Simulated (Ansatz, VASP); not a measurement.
## Two plane-wave programs on BiTe

File POSCAR:

```
BiTe
1.0
    0.0000000000      3.2350000000      3.2350000000
    3.2350000000      0.0000000000      3.2350000000
    3.2350000000      3.2350000000      0.0000000000
Bi Te
1 1
Direct
    0.0000000000      0.0000000000      0.0000000000
    0.5000000000      0.5000000000      0.5000000000
```

File INCAR.step1:

```
SYSTEM = BiTe
ALGO = Normal ; EDIFF = 1E-4
ENCUT = 520 ; GGA = PE
ISMEAR = -1 ; LASPH = .TRUE.
LCHARG = .FALSE. ; LREAL = .FALSE.
LWAVE = .TRUE. ; NBANDS = 18
NELM = 100 ; PREC = Accurate
SIGMA = 0.08
```

Contents of INCAR.step2:

```
SYSTEM = BiTe
ALGO = Normal ; EDIFF = 1E-8
ENCUT = 520 ; ISIF = 2
ISMEAR = -1 ; ISTART = 1
LASPH = .TRUE. ; LCHARG = .FALSE.
LEFG = .TRUE. ; LMIXTAU = .TRUE.
LREAL = .FALSE. ; LWAVE = .FALSE.
METAGGA = R2SCAN ; NBANDS = 18
NELM = 100 ; PREC = Accurate
SIGMA = 0.08
```

File KPOINTS:

```
k-points
0
G
  10 10 10
  0 0 0
```

Input for Ansatz:

```yaml
crystal:
  lattice:
    - [0.0, 3.235, 3.235]
    - [3.235, 0.0, 3.235]
    - [3.235, 3.235, 0.0]
  atoms:
    - { symbol: Bi, position: [0.0, 0.0, 0.0] }
    - { symbol: Te, position: [0.5, 0.5, 0.5] }
kpoints:
  mp_grid: { grid: [10, 10, 10] }
  band_path:
    path:
      - [0.0, 0.0, 0.0]
      - [0.5, 0.0, 0.5]
      - [0.625, 0.25, 0.625]
      - [0.375, 0.375, 0.75]
      - [0.0, 0.0, 0.0]
      - [0.5, 0.5, 0.5]
      - [0.5, 0.25, 0.75]
      - [0.5, 0.0, 0.5]
    npoints: 5
scf:
  occupations: { method: fermi_dirac, width: 0.08 }
hamiltonian:
  xc: r2scan
  pseudopotentials: { kind: paw }
output:
  forces: true
  stress: true
  eigenvalues: true
  efg: { contact_densities: true }
```

Alike in both runs: task electric field gradients; functional r2SCAN; k mesh 10 × 10 × 10; occupations fermi-dirac, width 0.08 eV; no spin polarisation.

|  | VASP | Ansatz |
| --- | --- | --- |
| version | VASP 6.6.1 | Ansatz 0.2.0 |
| potentials or method | VASP PAW PBE potentials, release 64 (Bi_d, Te) | PAW with Ansatz's default frozen-core files, scalar-relativistic |
| plane-wave cutoff (eV) | 520 | 500 |
| valence electrons in the cell | 21 | 31 |

```csv
,VASP,Ansatz,Ansatz less VASP
pressure (GPa),0.0,0.0,+0.03
```

VASP's potentials were made for PBE, not for r2SCAN. VASP's potentials hold 21 valence electrons a cell and Ansatz's 31, so a difference there can come from the potentials and not from the codes.

Spin-orbit coupling is off throughout.
